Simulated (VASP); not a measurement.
# Sn (Pm-3m) in VASP: further runs, part 2 of 2

VASP 6.6.1. The steps go on from the part before.

## Step 6: Single point, BLYP (volume scaled by 1.08)

Input file INCAR:

```
SYSTEM = Sn
  PREC = Accurate
  ENCUT = 520
  EDIFF = 1E-6
  ISMEAR = -1
  SIGMA = 0.1
  LREAL = .False.
  LASPH = .True.
  NELM = 80
  ALGO = Normal
  ISIF = 2
  LWAVE = .False.
  LCHARG = .False.
  GGA = B5
  ALDAX = 1.0
  AGGAX = 1.0
  AGGAC = 1.0
  ALDAC = 0.0
  NBANDS = 13
```

Input file KPOINTS:

```
Automatic mesh
0
Gamma
  16 16 16
  0 0 0
```

Input file POSCAR:

```
Sn
1.0
    3.2561640143      0.0000000000      0.0000000000
    0.0000000000      3.2561640143      0.0000000000
    0.0000000000      0.0000000000      3.2561640143
Sn
1
Direct
    0.0000000000      0.0000000000      0.0000000000
```

Potentials or basis: VASP PAW PBE potentials, release 64 (Sn_d).

Command:

```bash
$ cat potpaw_PBE.64/Sn_d/POTCAR > POTCAR
$ mpirun -np 1 vasp_std > vasp.out
```

OUTCAR:

```text
SYSTEM = Sn
   PREC = Accurate
   ENCUT = 520
   EDIFF = 1E-6
   ISMEAR = -1
   LREAL = .False.
   LASPH = .True.
   NELM = 80
   ISIF = 2
   GGA = B5

 ion  position               nearest neighbor table
   1  0.000  0.000  0.000-

  LATTYP: Found a simple cubic cell.
 ALAT       =     3.2561640143

  Lattice vectors:

 A1 = (   3.2561640143,   0.0000000000,   0.0000000000)
 A2 = (   0.0000000000,   3.2561640143,   0.0000000000)
 A3 = (   0.0000000000,   0.0000000000,   3.2561640143)

[... 559 lines left out ...]
     12      17.5071      0.00000
     13      18.4080      0.00000

 [... further k-points ...]

------------------------ aborting loop because EDIFF is reached ----------------------------------------

  FORCE on cell =-STRESS in cart. coord.  units (eV):
  Direction    XX          YY          ZZ          XY          YZ          ZX
  --------------------------------------------------------------------------------------
  -------------------------------------------------------------------------------------
  Total       -0.4436960     -0.4436960     -0.4436960      0.0000000      0.0000000     -0.0000000
  in kB      -20.5909925    -20.5909925    -20.5909925      0.0000000      0.0000000     -0.0000000
  external PRESSURE =     -20.5909925 kB  Pullay stress =       0.0000000 kB

 VOLUME and BASIS-vectors are now :
 -----------------------------------------------------------------------------
  energy-cutoff  :      520.00
  volume of cell :       34.52
      direct lattice vectors                 reciprocal lattice vectors
     3.256164014  0.000000000  0.000000000     0.307109837  0.000000000  0.000000000
     0.000000000  3.256164014  0.000000000     0.000000000  0.307109837  0.000000000
     0.000000000  0.000000000  3.256164014     0.000000000  0.000000000  0.307109837

 POSITION                                       TOTAL-FORCE (eV/Angst)
 -----------------------------------------------------------------------------------
      0.00000      0.00000      0.00000         0.000000      0.000000      0.000000
 -----------------------------------------------------------------------------------
    total drift:                                0.000000      0.000000      0.000000

  FREE ENERGIE OF THE ION-ELECTRON SYSTEM (eV)
  ---------------------------------------------------
  free  energy   TOTEN  =        -3.0274407579 eV

  energy  without entropy=       -3.0034410665  energy(sigma->0) =       -3.01544091
```

stdout:

```text
POSCAR found type information on POSCAR Sn
 POSCAR found :  1 types and       1 ions
 scaLAPACK will be used
 -----------------------------------------------------------------------------
|                                                                             |
|                                                                             |
|     You enforced a specific xc type in the INCAR file but a different       |
|     I HOPE YOU KNOW WHAT YOU ARE DOING!                                     |
|                                                                             |
 -----------------------------------------------------------------------------

 LDA part: xc-table for (Slater(with rela. corr.)+VWN5), standard interpolation
 POSCAR, INCAR and KPOINTS ok, starting setup
 FFT: planning ... GRIDC
 FFT: planning ... GRID_SOFT
 FFT: planning ... GRID
 WAVECAR not read
 entering main loop
```

It took 16 s on 1 thread of Intel Xeon 6975P-C (Granite Rapids), shared host; peak memory 0.17 GiB.

Results:

```
Free energy            : -3.0274 eV
Pressure               : -2.1 GPa
Band gap on the k mesh : zero (band 7 reaches 10.26 eV, above the bottom of band 8 at 4.04 eV)
```

Caveat: the PAW data sets were made with another functional, which shifts forces and pressure a little; spin-orbit coupling is left out, which moves the levels of the heavy elements.

## Step 7: Single point, BLYP (volume scaled by 1.12)

Input file INCAR:

```
SYSTEM = Sn
  PREC = Accurate
  ENCUT = 520
  EDIFF = 1E-6
  ISMEAR = -1
  SIGMA = 0.1
  LREAL = .FALSE.
  LASPH = .TRUE.
  NELM = 60
  ALGO = Normal
  ISIF = 2
  LWAVE = .FALSE.
  LCHARG = .TRUE.
  GGA = B5
  ALDAX = 1.0
  AGGAX = 1.0
  AGGAC = 1.0
  ALDAC = 0.0
  LELF = .TRUE.
  LVHAR = .TRUE.
  NBANDS = 13
```

Input file KPOINTS:

```
Automatic mesh
0
G
  16 16 16
  0 0 0
```

Input file POSCAR:

```
Sn
1.0
    3.2958772455      0.0000000000      0.0000000000
    0.0000000000      3.2958772455      0.0000000000
    0.0000000000      0.0000000000      3.2958772455
Sn
1
Direct
    0.0000000000      0.0000000000      0.0000000000
```

Potentials or basis: VASP PAW PBE potentials, release 64 (Sn_d).

Command:

```bash
$ cat potpaw_PBE.64/Sn_d/POTCAR > POTCAR
$ mpirun -np 1 vasp_std > vasp.out
```

OUTCAR:

```text
SYSTEM = Sn
   PREC = Accurate
   ENCUT = 520
   EDIFF = 1E-6
   ISMEAR = -1
   LREAL = .FALSE.
   LASPH = .TRUE.
   NELM = 60
   ISIF = 2
   GGA = B5

 ion  position               nearest neighbor table
   1  0.000  0.000  0.000-

  LATTYP: Found a simple cubic cell.
 ALAT       =     3.2958772455

  Lattice vectors:

 A1 = (   3.2958772455,   0.0000000000,   0.0000000000)
 A2 = (   0.0000000000,   3.2958772455,   0.0000000000)
 A3 = (   0.0000000000,   0.0000000000,   3.2958772455)

Analysis of symmetry for initial positions (statically):
=====================================================================
 Subroutine PRICEL returns:
 Original cell was already a primitive cell.

 Routine SETGRP: Setting up the symmetry group for a
 simple cubic supercell.

 Subroutine GETGRP returns: Found 48 space group operations
 (whereof 48 operations were pure point group operations)
 out of a pool of 48 trial point group operations.

The static configuration has the point symmetry O_h .

Analysis of symmetry for dynamics (positions and initial velocities):
=====================================================================
 Subroutine PRICEL returns:
 Original cell was already a primitive cell.

 Routine SETGRP: Setting up the symmetry group for a
 simple cubic supercell.

 Subroutine GETGRP returns: Found 48 space group operations
 (whereof 48 operations were pure point group operations)
 out of a pool of 48 trial point group operations.

The dynamic configuration has the point symmetry O_h .

 Subroutine INISYM returns: Found 48 space group operations
 (whereof 48 operations are pure point group operations),
 and found     1 'primitive' translations

----------------------------------------------------------------------------------------

                                     Primitive cell

  volume of cell :      35.8025

  direct lattice vectors                    reciprocal lattice vectors
     3.295877245  0.000000000  0.000000000     0.303409358  0.000000000  0.000000000
     0.000000000  3.295877245  0.000000000     0.000000000  0.303409358  0.000000000
     0.000000000  0.000000000  3.295877245     0.000000000  0.000000000  0.303409358

  length of vectors
     3.295877245  3.295877245  3.295877245     0.303409358  0.303409358  0.303409358

  position of ions in fractional coordinates (direct lattice)
     0.000000000  0.000000000  0.000000000

  ion indices of the primitive-cell ions
   primitive index   ion index
                 1           1

----------------------------------------------------------------------------------------

 KPOINTS: Automatic mesh

Automatic generation of k-mesh.
 Grid dimensions read from file:
 generate k-points for:   16   16   16

 Generating k-lattice:

  Cartesian coordinates                     Fractional coordinates (reciprocal lattice)
     0.018963085  0.000000000  0.000000000     0.062500000  0.000000000  0.000000000
     0.000000000  0.018963085  0.000000000     0.000000000  0.062500000  0.000000000
     0.000000000  0.000000000  0.018963085     0.000000000  0.000000000  0.062500000

  Length of vectors
     0.018963085  0.018963085  0.018963085

  Shift w.r.t. Gamma in fractional coordinates (k-lattice)
     0.000000000  0.000000000  0.000000000

 Subroutine IBZKPT returns following result:
 ===========================================

 Found    165 irreducible k-points:

 Following reciprocal coordinates:
            Coordinates               Weight
  0.000000  0.000000  0.000000      1.000000
  0.062500  0.000000  0.000000      6.000000
  0.125000  0.000000  0.000000      6.000000
  0.187500  0.000000  0.000000      6.000000
  0.250000  0.000000  0.000000      6.000000
  0.312500  0.000000  0.000000      6.000000
[... 16 lines left out ...]
  0.437500  0.125000  0.000000     24.000000
  0.500000  0.125000  0.000000     12.000000
 [... further k-points ...]
   k-points           NKPTS =    165   k-points in BZ     NKDIM =    165   number of bands    NBANDS=     13
   number of dos      NEDOS =    301   number of ions     NIONS =      1
   total plane-waves  NPLWV =  21952
   dimension x,y,z NGX =    28 NGY =   28 NGZ =   28
   dimension x,y,z NGXF=    56 NGYF=   56 NGZF=   56
   ions per type =               1
   NGX,Y,Z   is equivalent  to a cutoff of  14.12, 14.12, 14.12 a.u.
   NGXF,Y,Z  is equivalent  to a cutoff of  28.25, 28.25, 28.25 a.u.
 SYSTEM =  Sn
   PREC   = accura    normal or accurate (medium, high low for compatibility)
   ISTART =      0    job   : 0-new  1-cont  2-samecut
   ICHARG =      2    charge: 1-file 2-atom 10-const
   ISPIN  =      1    spin polarized calculation?
   LNONCOLLINEAR =      F non collinear calculations
   LSORBIT =      F    spin-orbit coupling
   LASPH  =      T    aspherical Exc in radial PAW
   ENCUT  =  520.0 eV  38.22 Ry    6.18 a.u.   6.13  6.13  6.13*2*pi/ulx,y,z
   NELM   =     60;   NELMIN=  2; NELMDL= -5     # of ELM steps
   EDIFF  = 0.1E-05   stopping-criterion for ELM
   LREAL  =      F    real-space projection
   EDIFFG = 0.1E-04   stopping-criterion for IOM
   NSW    =      0    number of steps for IOM
   IBRION =     -1    ionic relax: 0-MD 1-quasi-New 2-CG
   NFREE  =      0    steps in history (QN), initial steepest desc. (CG)
   ISIF   =      2    stress and relaxation
   ISYM   =      2    0-nonsym 1-usesym 2-fastsym
   POTIM  = 0.5000    time-step for ionic-motion
   TEBEG  =    0.0;   TEEND  =   0.0 temperature during run
   PSTRESS=    0.0 pullay stress
   NELECT =      14.0000    total number of electrons
   NUPDOWN=      -1.0000    fix difference up-down
   EMIN   =  10.00;   EMAX   =-10.00  energy-range for DOS
   EFERMI =   0.00;   METHOD = LEGACY
   ISMEAR =    -1;   SIGMA  =   0.10  broadening in eV -4-tet -1-fermi 0-gaus
   EFERMI_NEDOS =   21; number of points for ismear=-14 and -15
   IALGO  =     38    algorithm
   IMIX   =      4    mixing-type and parameters
     AMIX     =   0.40;   BMIX     =  1.00
     AMIX_MAG =   1.60;   BMIX_MAG =  1.00
  volume/ion in A,a.u.               =      35.80       241.61
  Fermi-wavevector in a.u.,A,eV,Ry     =   1.197144  2.262275 19.499249  1.433154
  Thomas-Fermi vector in A             =   2.333067
   LORBIT       =      0    0 simple, 1 ext, 2 COOP (PROOUT), +10 PAW based schemes
   GGA     = B5    functional components
   LHFCALC =     F    Hartree Fock is set to
   AEXX    =    0.0000 exact exchange contribution
   IVDW    =     0    specifies the selected vdW correction
   LEPSILON=     F    determine dielectric tensor
   LRPA    =     F    only Hartree local field effects (RPA)
 non-spin polarized calculation
  energy-cutoff  :      520.00
  volume of cell :       35.80
 maximum number of plane-waves:       992
 NGX is ok and might be reduce to    28
   NGX = 13   NGY = 13   NGZ = 13

 number of electron      14.0000003 magnetization

 Free energy of the ion-electron system (eV)
  ---------------------------------------------------
  ext. energy  EPLUGINS =         0.00000000
  ---------------------------------------------------
  free energy    TOTEN  =        -3.00802047 eV

  energy without entropy =       -2.98291326  energy(sigma->0) =       -2.99546687

 E-fermi :   5.3737     XC(G=0):  -8.3953

 val. band max:        5.3511686858   @ k =   0.2500   0.1250   0.0000
 cond. band min:       5.3897520782   @ k =   0.5000   0.5000   0.4375
 fundamental gap:      0.0385833924
 Fermi energy:         5.3737125519

 k-point     1 :       0.0000    0.0000    0.0000
  band No.  band energies     occupation
      1     -16.0015      2.00000
      2     -16.0015      2.00000
      3     -15.7994      2.00000
      4     -15.7994      2.00000
      5     -15.7994      2.00000
      6      -4.0899      2.00000
      7       9.7751      0.00000
      8       9.7751      0.00000
      9       9.7751      0.00000
     10      13.4240      0.00000
     11      13.4240      0.00000
     12      14.1948      0.00000
     13      24.0394      0.00000
[... 353 lines left out ...]
 k-point    24 :       0.5000    0.1250    0.0000
  band No.  band energies     occupation
      1     -15.9756      2.00000
      2     -15.8597      2.00000
      3     -15.8493      2.00000
      4     -15.8243      2.00000
      5     -15.8026      2.00000
      6      -1.7337      2.00000
      7       2.1508      2.00000
      8       9.7668      0.00000
      9      11.7609      0.00000
     10      14.1466      0.00000
     11      16.3599      0.00000
     12      17.0374      0.00000
     13      17.8474      0.00000

 [... further k-points ...]

------------------------ aborting loop because EDIFF is reached ----------------------------------------

  FORCE on cell =-STRESS in cart. coord.  units (eV):
  Direction    XX          YY          ZZ          XY          YZ          ZX
  --------------------------------------------------------------------------------------
  -------------------------------------------------------------------------------------
  Total       -0.6302132     -0.6302132     -0.6302132     -0.0000000      0.0000000     -0.0000000
  in kB      -28.2023294    -28.2023294    -28.2023294     -0.0000000      0.0000000     -0.0000000
  external PRESSURE =     -28.2023294 kB  Pullay stress =       0.0000000 kB

 VOLUME and BASIS-vectors are now :
 -----------------------------------------------------------------------------
  energy-cutoff  :      520.00
  volume of cell :       35.80
      direct lattice vectors                 reciprocal lattice vectors
     3.295877245  0.000000000  0.000000000     0.303409358  0.000000000  0.000000000
     0.000000000  3.295877245  0.000000000     0.000000000  0.303409358  0.000000000
     0.000000000  0.000000000  3.295877245     0.000000000  0.000000000  0.303409358

 POSITION                                       TOTAL-FORCE (eV/Angst)
 -----------------------------------------------------------------------------------
      0.00000      0.00000      0.00000         0.000000      0.000000      0.000000
 -----------------------------------------------------------------------------------
    total drift:                               -0.000000     -0.000000     -0.000000

  FREE ENERGIE OF THE ION-ELECTRON SYSTEM (eV)
  ---------------------------------------------------
  free  energy   TOTEN  =        -3.0080204721 eV

  energy  without entropy=       -2.9829132604  energy(sigma->0) =       -2.99546687
```

Run time: 27 s. Hardware: 1 thread of Intel Xeon 6975P-C (Granite Rapids), shared host; peak memory 0.2 GiB.

What came out:

```
Free energy            : -3.0080 eV
Pressure               : -2.8 GPa
Band gap on the k mesh : zero (band 7 reaches 9.78 eV, above the bottom of band 8 at 3.77 eV)
```

Caveat: the PAW data sets were made with another functional, which shifts forces and pressure a little; spin-orbit coupling is left out, which moves the levels of the heavy elements.

## Step 8: Overview

```csv
task,cell,k mesh,cutoff (eV),gap on the mesh (eV),pressure (GPa)
relaxation of cell and atoms,"relaxed from a = 3.117 Å, 1 atom",10 × 10 × 10,600,none,0.0
single point,"a = 3.131 Å, 1 atom",16 × 16 × 16,520,none,1.8
single point,"a = 3.174 Å, 1 atom",16 × 16 × 16,520,none,0.2
single point,"a = 3.215 Å, 1 atom",16 × 16 × 16,520,none,-1.1
single point,"a = 3.256 Å, 1 atom",16 × 16 × 16,520,none,-2.1
single point,"a = 3.296 Å, 1 atom",16 × 16 × 16,520,none,-2.8
```

Alike in all rows: level BLYP; potentials or basis VASP PAW PBE potentials, release 64 (Sn_d); no spin polarisation; smearing fermi-dirac 0.1 eV.

Caveats: the PAW data sets were made with another functional, which shifts forces and pressure a little; spin-orbit coupling is left out, which moves the levels of the heavy elements.

Absolute energies hang on the potentials; compare differences alone.
